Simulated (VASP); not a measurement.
# B (Fd-3m) in VASP: notebook, part 2 of 2

VASP 6.6.1. The steps go on from the part before.

**3. Single point, PBE**

This run uses another cell than the first one, of 7.81 Å³/atom, 0.904 times its volume.

Input file INCAR:

```
SYSTEM = B
PREC = Accurate
ENCUT = 520
EDIFF = 1E-7
ISMEAR = -1
SIGMA = 0.06122561905347299
LREAL = .FALSE.
LASPH = .TRUE.
NELM = 80
ALGO = Normal
ISIF = 2
LWAVE = .FALSE.
LCHARG = .TRUE.
GGA = PE
LELF = .TRUE.
LVHAR = .TRUE.
NBANDS = 10
```

Input file KPOINTS:

```
regular mesh
0
G
  46 46 46
  0 0 0
```

Input file POSCAR:

```
B
1.0
    0.0000000000      1.9843562140      1.9843562140
    1.9843562140      0.0000000000      1.9843562140
    1.9843562140      1.9843562140      0.0000000000
B
2
Direct
    0.0000000000      0.0000000000      0.0000000000
    0.2500000000      0.2500000000      0.2500000000
```

Potentials or basis: VASP PAW PBE potentials, release 64 (B).

Command:

```console
cat potpaw_PBE.64/B/POTCAR > POTCAR
mpirun -np 1 vasp_std > vasp.out
```

OUTCAR:

```text
SYSTEM = B
   PREC = Accurate
   ENCUT = 520
   EDIFF = 1E-7
   ISMEAR = -1
   LREAL = .FALSE.
   LASPH = .TRUE.
   NELM = 80
   ISIF = 2
   GGA = PE

 ion  position               nearest neighbor table
   1  0.000  0.000  0.000-   2 1.72   2 1.72   2 1.72   2 1.72
   2  0.250  0.250  0.250-   1 1.72   1 1.72   1 1.72   1 1.72

  LATTYP: Found a face centered cubic cell.
 ALAT       =     3.9687124280

  Lattice vectors:

 A1 = (   0.0000000000,   1.9843562140,   1.9843562140)
 A2 = (   1.9843562140,   0.0000000000,   1.9843562140)
 A3 = (   1.9843562140,   1.9843562140,   0.0000000000)

Analysis of symmetry for initial positions (statically):
=====================================================================
 Subroutine PRICEL returns:
 Original cell was already a primitive cell.

 Routine SETGRP: Setting up the symmetry group for a
 face centered cubic supercell.

 Subroutine GETGRP returns: Found 48 space group operations
 (whereof 24 operations were pure point group operations)
 out of a pool of 48 trial point group operations.

The static configuration has the point symmetry T_d .
 The point group associated with its full space group is O_h .

Analysis of symmetry for dynamics (positions and initial velocities):
=====================================================================
 Subroutine PRICEL returns:
 Original cell was already a primitive cell.

 Routine SETGRP: Setting up the symmetry group for a
 face centered cubic supercell.

 Subroutine GETGRP returns: Found 48 space group operations
 (whereof 24 operations were pure point group operations)
 out of a pool of 48 trial point group operations.

The dynamic configuration has the point symmetry T_d .
 The point group associated with its full space group is O_h .

 Subroutine INISYM returns: Found 48 space group operations
 (whereof 24 operations are pure point group operations),
 and found     1 'primitive' translations

[... 115 lines left out ...]
  volume/ion in A,a.u.               =       7.81        52.73
  Fermi-wavevector in a.u.,A,eV,Ry     =   1.189859  2.248508 19.262655  1.415765
  Thomas-Fermi vector in A             =   2.325957
   LORBIT       =      0    0 simple, 1 ext, 2 COOP (PROOUT), +10 PAW based schemes
   GGA     = PE    functional components
   LHFCALC =     F    Hartree Fock is set to
   AEXX    =    0.0000 exact exchange contribution
   IVDW    =     0    specifies the selected vdW correction
   LEPSILON=     F    determine dielectric tensor
   LRPA    =     F    only Hartree local field effects (RPA)
 non-spin polarized calculation
  energy-cutoff  :      520.00
  volume of cell :       15.63
 maximum number of plane-waves:       444
 NGX is ok and might be reduce to    24
   NGX = 11   NGY = 11   NGZ = 11

 number of electron       6.0000000 magnetization

 Free energy of the ion-electron system (eV)
  ---------------------------------------------------
  ext. energy  EPLUGINS =         0.00000000
  ---------------------------------------------------
  free energy    TOTEN  =       -11.48424734 eV

  energy without entropy =      -11.47412608  energy(sigma->0) =      -11.47918671

 E-fermi :   4.2401     XC(G=0): -11.4514

 val. band max:        4.2394692979   @ k =  -0.1739   0.1739   0.0435
 cond. band min:       4.2418396461   @ k =  -0.1957   0.1522   0.0000
 fundamental gap:      0.0023703482
 Fermi energy:         4.2400965382

 k-point     1 :       0.0000    0.0000    0.0000
  band No.  band energies     occupation
      1      -9.0905      2.00000
      2       8.4856      0.00000
      3       8.4856      0.00000
      4       8.4856      0.00000
      5      12.7412      0.00000
      6      12.7412      0.00000
      7      12.7412      0.00000
      8      22.0407      0.00000
      9      23.8841      0.00000
     10      27.9505      0.00000
[... 287 lines left out ...]
 k-point    24 :       0.5000    0.0000    0.0000
  band No.  band energies     occupation
      1      -3.9571      2.00000
      2      -3.1257      2.00000
      3       6.0230      0.00000
      4       6.0230      0.00000
      5      14.8435      0.00000
      6      14.8435      0.00000
      7      16.9791      0.00000
      8      20.5705      0.00000
      9      26.5089      0.00000
     10      28.7252      0.00000

 [... further k-points ...]
[... 5 lines left out ...]
  --------------------------------------------------------------------------------------
  -------------------------------------------------------------------------------------
  Total        1.1969341      1.1969341      1.1969341      0.0000000     -0.0000000      0.0000000
  in kB      122.7133783    122.7133783    122.7133783      0.0000000     -0.0000000      0.0000000
  external PRESSURE =     122.7133783 kB  Pullay stress =       0.0000000 kB

 VOLUME and BASIS-vectors are now :
 -----------------------------------------------------------------------------
  energy-cutoff  :      520.00
  volume of cell :       15.63
      direct lattice vectors                 reciprocal lattice vectors
     0.000000000  1.984356214  1.984356214    -0.251970889  0.251970889  0.251970889
     1.984356214  0.000000000  1.984356214     0.251970889 -0.251970889  0.251970889
     1.984356214  1.984356214  0.000000000     0.251970889  0.251970889 -0.251970889

 POSITION                                       TOTAL-FORCE (eV/Angst)
 -----------------------------------------------------------------------------------
      0.00000      0.00000      0.00000         0.000000      0.000000      0.000000
      0.99218      0.99218      0.99218        -0.000000     -0.000000     -0.000000
 -----------------------------------------------------------------------------------
    total drift:                               -0.000000      0.000000      0.000000

  FREE ENERGIE OF THE ION-ELECTRON SYSTEM (eV)
  ---------------------------------------------------
  free  energy   TOTEN  =       -11.4842473397 eV

  energy  without entropy=      -11.4741260822  energy(sigma->0) =      -11.47918671
```

OSZICAR:

```text
N       E                     dE             d eps       ncg     rms          rms(c)
DAV:   1     0.445741715770E+00    0.44574E+00   -0.32040E+03 49696   0.554E+02
DAV:   2    -0.115281133072E+02   -0.11974E+02   -0.11427E+02 65536   0.909E+01
DAV:   3    -0.117195310592E+02   -0.19142E+00   -0.18885E+00 59768   0.869E+00
DAV:   4    -0.117197195992E+02   -0.18854E-03   -0.18852E-03 55598   0.278E-01
DAV:   5    -0.117197196767E+02   -0.77581E-07   -0.77829E-07 56358   0.616E-03    0.318E+00
DAV:   6    -0.115500940067E+02    0.16963E+00   -0.76206E-02 54260   0.169E+00    0.191E+00
DAV:   7    -0.114837061840E+02    0.66388E-01   -0.10703E-01 58578   0.199E+00    0.269E-01
DAV:   8    -0.114842346411E+02   -0.52846E-03   -0.20649E-03 53540   0.362E-01    0.296E-02
DAV:   9    -0.114842431973E+02   -0.85562E-05   -0.38724E-05 58784   0.425E-02    0.136E-02
DAV:  10    -0.114842471850E+02   -0.39877E-05   -0.26311E-06 54972   0.126E-02    0.128E-03
DAV:  11    -0.114842473366E+02   -0.15167E-06   -0.12249E-07 58386   0.262E-03    0.307E-04
DAV:  12    -0.114842473397E+02   -0.30373E-08   -0.59035E-09 27700   0.638E-04
   1 F= -.11484247E+02 E0= -.11479187E+02  d E =-.101213E-01
```

Wall time 1.9 min (1 thread of Intel Xeon 6975P-C (Granite Rapids), shared host); peak memory 0.41 GiB.

What came out:

```
Free energy            : -11.4842 eV
Pressure               : 12.3 GPa
Band gap on the k mesh : zero (band 3 reaches 8.49 eV, above the bottom of band 4 at 0.87 eV)
```

Levels at points of the mesh, in eV from the Fermi level:
| k point | band 1 | band 2 | band 3 | band 4 | band 5 | band 6 | band 7 | band 8 |
| --- | --- | --- | --- | --- | --- | --- | --- | --- |
| (0.00, 0.00, 0.00) | -13.33 | 4.25 | 4.25 | 4.25 | 8.50 | 8.50 | 8.50 | 17.80 |
| (0.50, 0.00, 0.00) | -8.20 | -7.37 | 1.78 | 1.78 | 10.60 | 10.60 | 12.74 | 16.33 |
| (0.50, 0.50, 0.00) | -6.12 | -6.12 | -1.38 | -1.38 | 7.48 | 7.48 | 19.16 | 19.16 |

**4. Single point, PBE**

This run uses another cell than the first one, of 7.98 Å³/atom, 0.923 times its volume.

Input file INCAR:

```
PREC = Accurate ; ENCUT = 520
EDIFF = 1E-6 ; ISMEAR = -1
SIGMA = 0.06122561905347299 ; LREAL = F
LASPH = T ; NELM = 100
ALGO = Normal ; ISIF = 2
LWAVE = F ; LCHARG = F
GGA = PE ; NBANDS = 10
```

Input file KPOINTS:

```
Automatic mesh
0
Gamma
  46 46 46
```

Input file POSCAR:

```
B
1.0
    0.0000000000      1.9983310139      1.9983310139
    1.9983310139      0.0000000000      1.9983310139
    1.9983310139      1.9983310139      0.0000000000
B
2
Direct
    0.0000000000      0.0000000000      0.0000000000
    0.2500000000      0.2500000000      0.2500000000
```

Command:

```console
cat potpaw_PBE.64/B/POTCAR > POTCAR
mpirun -np 1 vasp_std > vasp.out
```

Wall time 1.9 min (1 thread of Intel Xeon 6975P-C (Granite Rapids), shared host); peak memory 0.41 GiB.

Results (log left out):

```
Free energy            : -11.5052 eV
Pressure               : 7.8 GPa
Band gap on the k mesh : zero (band 3 reaches 8.24 eV, above the bottom of band 4 at 0.79 eV)
```

Levels at points of the mesh, in eV from the Fermi level:
| k point | band 1 | band 2 | band 3 | band 4 | band 5 | band 6 | band 7 |
| --- | --- | --- | --- | --- | --- | --- | --- |
| (0.00, 0.00, 0.00) | -13.18 | 4.17 | 4.17 | 4.17 | 8.39 | 8.39 | 8.39 |
| (0.50, 0.00, 0.00) | -8.14 | -7.24 | 1.75 | 1.75 | 10.48 | 10.48 | 12.45 |
| (0.50, 0.50, 0.00) | -6.06 | -6.06 | -1.35 | -1.35 | 7.39 | 7.39 | 18.83 |

**5. Overview**

```csv
level,cell,k mesh,smearing,gap on the mesh (eV),pressure (GPa)
r2SCAN,"a = 2.902 Å, angles 60.0°, 2 atoms",14 × 14 × 14,fermi-dirac 0.1 eV,none,-6.3
PBE,"a = 2.806 Å, angles 60.0°, 2 atoms",46 × 46 × 46,fermi-dirac 0.0612256 eV,none,12.3
PBE,"a = 2.826 Å, angles 60.0°, 2 atoms",46 × 46 × 46,fermi-dirac 0.0612256 eV,none,7.8
```

Alike in all rows: task single point; potentials or basis VASP PAW PBE potentials, release 64 (B); no spin polarisation; cutoff (eV) 520.

Caveats: the PAW data sets were made with another functional, which shifts forces and pressure a little (some runs).

Total energies depend on the potentials used, so only differences within one code and one set of settings carry meaning.
